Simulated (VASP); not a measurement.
# NbH2 (Fm-3m) in VASP: a series of runs, part 2 of 2

VASP 6.6.1. Earlier steps stand in the parts before.

## 4. Electric field gradients, LDA (volume scaled by 1.06)

INCAR

```
ALGO = Normal ; EDIFF = 1E-8
ENCUT = 520 ; GGA = CA
ISIF = 2 ; ISMEAR = -1
LASPH = T ; LCHARG = F
LEFG = T ; LREAL = F
LWAVE = F ; NBANDS = 14
NELM = 100 ; PREC = Accurate
SIGMA = 0.03
```

KPOINTS

```
k-points
0
Gamma
  15 15 15
```

POSCAR

```
NbH2
1.0
    0.0000000000      2.3262466544      2.3262466544
    2.3262466544      0.0000000000      2.3262466544
    2.3262466544      2.3262466544      0.0000000000
Nb H
1 2
Direct
    0.0000000000      0.0000000000      0.0000000000
    0.2500000000      0.2500000000      0.2500000000
    0.7500000000      0.7500000000      0.7500000000
```

Potentials or basis: VASP PAW LDA potentials, release 64 (Nb_sv, H).

The run is started by

```
cat potpaw_LDA.64/Nb_sv/POTCAR potpaw_LDA.64/H/POTCAR > POTCAR
mpirun -np 1 vasp_std > vasp.out
```

OUTCAR:

```text
EDIFF = 1E-8
   ENCUT = 520
   GGA = CA
   ISIF = 2
   ISMEAR = -1
   LASPH = T
   LREAL = F
   NELM = 100
   PREC = Accurate

 ion  position               nearest neighbor table
   1  0.000  0.000  0.000-
   2  0.250  0.250  0.250-
   3  0.750  0.750  0.750-

  LATTYP: Found a face centered cubic cell.
 ALAT       =     4.6524933088

  Lattice vectors:

 A1 = (   0.0000000000,   2.3262466544,   2.3262466544)
 A2 = (   2.3262466544,   0.0000000000,   2.3262466544)
 A3 = (   2.3262466544,   2.3262466544,   0.0000000000)

[... 621 lines left out ...]
  free  energy   TOTEN  =       -19.1463958973 eV

  energy  without entropy=      -19.1430333628  energy(sigma->0) =      -19.14471463

 Electric field gradients (V/A^2)
---------------------------------------------------------------------
 ion       V_xx      V_yy      V_zz      V_xy      V_xz      V_yz
---------------------------------------------------------------------
   1      -0.000     0.000    -0.000    -0.000    -0.000    -0.000
   2       0.000     0.000     0.000    -0.002    -0.002    -0.002
   3       0.000     0.000     0.000    -0.002    -0.002    -0.002
---------------------------------------------------------------------

 Electric field gradients after diagonalization (V/A^2)
 (convention: |V_zz| > |V_xx| > |V_yy|)
----------------------------------------------------------------------
 ion       V_xx      V_yy      V_zz     asymmetry (V_yy - V_xx)/ V_zz
----------------------------------------------------------------------
   1       0.000     0.000    -0.001       0.000
   2       0.002     0.002    -0.003       0.000
   3       0.002     0.002    -0.003       0.000
----------------------------------------------------------------------

           NMR quadrupolar parameters

 Cq : quadrupolar parameter    Cq=e*Q*V_zz/h
 eta: asymmetry parameters     (V_yy - V_xx)/ V_zz
 Q  : nuclear electric quadrupole moment in mb (millibarn)
----------------------------------------------------------------------
 ion       Cq(MHz)       eta       Q (mb)
----------------------------------------------------------------------
   1      -0.000       0.000       1.000
   2      -0.000       0.000       1.000
   3      -0.000       0.000       1.000
----------------------------------------------------------------------
```

Wall time 34 s (1 thread of AMD EPYC 7R13 (Zen 3), shared host); peak memory 0.13 GiB.

What came out:

```
Free energy : -19.1464 eV
Pressure    : -16.8 GPa
```

Caveat: without QUAD_EFG the Cq values of the log hold for a quadrupole moment of 1 mb, not for the nuclei.

## 5. Electric field gradients, LDA (volume scaled by 1.06)

INCAR

```
SYSTEM = NbH2
ALGO     = Normal         ! electronic algorithm
EDIFF    = 1E-8           ! SCF threshold, eV
ENCUT    = 520            ! plane-wave cutoff, eV
ISIF     = 2              ! what is computed and relaxed
ISMEAR   = -1             ! smearing method
LASPH    = .TRUE.         ! aspherical terms in the spheres
LCHARG   = .FALSE.        ! write CHGCAR
LEFG     = .TRUE.       
LREAL    = .FALSE.        ! projectors in reciprocal space
LWAVE    = .FALSE.        ! write WAVECAR
NBANDS   = 14             ! bands
NELM     = 60             ! most SCF steps
PREC     = Accurate       ! precision mode
SIGMA    = 0.03           ! smearing width, eV
```

KPOINTS

```
k-points
0
G
  15 15 15
  0 0 0
```

POSCAR is that of step 4.

Potentials or basis: VASP PAW LDA potentials, release 64 (Nb_sv, H).

The run is started by

```
cat potpaw_LDA.64/Nb_sv/POTCAR potpaw_LDA.64/H/POTCAR > POTCAR
mpirun -np 1 vasp_std > vasp.out
```

OUTCAR:

```text
SYSTEM = NbH2
   EDIFF = 1E-8
   ENCUT = 520
   ISIF = 2
   ISMEAR = -1
   LASPH = .TRUE.
   LREAL = .FALSE.
   NELM = 60
   PREC = Accurate

 ion  position               nearest neighbor table
   1  0.000  0.000  0.000-
   2  0.250  0.250  0.250-
   3  0.750  0.750  0.750-

  LATTYP: Found a face centered cubic cell.
 ALAT       =     4.6524933088

  Lattice vectors:

 A1 = (   0.0000000000,   2.3262466544,   2.3262466544)
 A2 = (   2.3262466544,   0.0000000000,   2.3262466544)
[... 623 lines left out ...]
  free  energy   TOTEN  =       -19.1463958973 eV

  energy  without entropy=      -19.1430333628  energy(sigma->0) =      -19.14471463

 Electric field gradients (V/A^2)
---------------------------------------------------------------------
 ion       V_xx      V_yy      V_zz      V_xy      V_xz      V_yz
---------------------------------------------------------------------
   1      -0.000     0.000    -0.000    -0.000    -0.000    -0.000
   2       0.000     0.000     0.000    -0.002    -0.002    -0.002
   3       0.000     0.000     0.000    -0.002    -0.002    -0.002
---------------------------------------------------------------------

 Electric field gradients after diagonalization (V/A^2)
 (convention: |V_zz| > |V_xx| > |V_yy|)
----------------------------------------------------------------------
 ion       V_xx      V_yy      V_zz     asymmetry (V_yy - V_xx)/ V_zz
----------------------------------------------------------------------
   1       0.000     0.000    -0.001       0.000
   2       0.002     0.002    -0.003       0.000
   3       0.002     0.002    -0.003       0.000
----------------------------------------------------------------------

           NMR quadrupolar parameters

 Cq : quadrupolar parameter    Cq=e*Q*V_zz/h
 eta: asymmetry parameters     (V_yy - V_xx)/ V_zz
 Q  : nuclear electric quadrupole moment in mb (millibarn)
----------------------------------------------------------------------
 ion       Cq(MHz)       eta       Q (mb)
----------------------------------------------------------------------
   1      -0.000       0.000       1.000
   2      -0.000       0.000       1.000
   3      -0.000       0.000       1.000
----------------------------------------------------------------------
```

OSZICAR:

```text
N       E                     dE             d eps       ncg     rms          rms(c)
DAV:   1     0.124777175688E+03    0.12478E+03   -0.77351E+03  3368   0.104E+03
DAV:   2    -0.146161591704E+02   -0.13939E+03   -0.13142E+03  4002   0.387E+02
DAV:   3    -0.202800701418E+02   -0.56639E+01   -0.52564E+01  5012   0.682E+01
DAV:   4    -0.205920705367E+02   -0.31200E+00   -0.31077E+00  4522   0.145E+01
DAV:   5    -0.206039838915E+02   -0.11913E-01   -0.11903E-01  5030   0.266E+00    0.864E+00
DAV:   6    -0.192936582818E+02    0.13103E+01   -0.14835E+00  5394   0.145E+01    0.256E+00
DAV:   7    -0.191506777820E+02    0.14298E+00   -0.34215E-01  5812   0.547E+00    0.714E-01
DAV:   8    -0.191464870815E+02    0.41907E-02   -0.29646E-02  4964   0.217E+00    0.317E-01
DAV:   9    -0.191465172170E+02   -0.30135E-04   -0.25711E-03  5516   0.500E-01    0.810E-02
DAV:  10    -0.191463941840E+02    0.12303E-03   -0.24632E-04  3740   0.125E-01    0.167E-02
DAV:  11    -0.191463968244E+02   -0.26404E-05   -0.23641E-05  5016   0.432E-02    0.714E-03
DAV:  12    -0.191463959309E+02    0.89355E-06   -0.16844E-06  4934   0.156E-02    0.219E-03
DAV:  13    -0.191463958968E+02    0.34051E-07   -0.19278E-07  5294   0.558E-03    0.523E-04
DAV:  14    -0.191463958973E+02   -0.45361E-09   -0.21197E-09  2150   0.500E-04
   1 F= -.19146396E+02 E0= -.19144715E+02  d E =-.336253E-02
```

stdout:

```text
POSCAR found type information on POSCAR NbH
 POSCAR found :  2 types and       3 ions
 scaLAPACK will be used
 LDA part: xc-table for (Slater(with rela. corr.)+CA(PZ))
 , standard interpolation
 POSCAR, INCAR and KPOINTS ok, starting setup
 FFT: planning ... GRIDC
 FFT: planning ... GRID_SOFT
 FFT: planning ... GRID
 WAVECAR not read
 entering main loop
ion   1

ion   2

ion   3
```

Run time: 38 s. Hardware: 1 thread of AMD EPYC 7R13 (Zen 3), shared host; peak memory 0.13 GiB.

What came out:

```yaml
Free_energy: -19.1464 eV
Pressure: -16.8 GPa
```

Caveat: without QUAD_EFG the Cq values of the log hold for a quadrupole moment of 1 mb, not for the nuclei.

## 6. The runs side by side

```tsv
cell	gap on the mesh (eV)	pressure (GPa)
a = 3.216 Å, angles 60.0°, 3 atoms	none	-6.6
a = 3.248 Å, angles 60.0°, 3 atoms	none	-11.5
a = 3.290 Å, angles 60.0°, 3 atoms	none	-16.8
```

Alike in all rows: task electric field gradients; level LDA; potentials or basis VASP PAW LDA potentials, release 64 (Nb_sv, H); no spin polarisation; k mesh 15 × 15 × 15; cutoff (eV) 520; smearing fermi-dirac 0.03 eV.

Absolute energies hang on the potentials; compare differences alone.
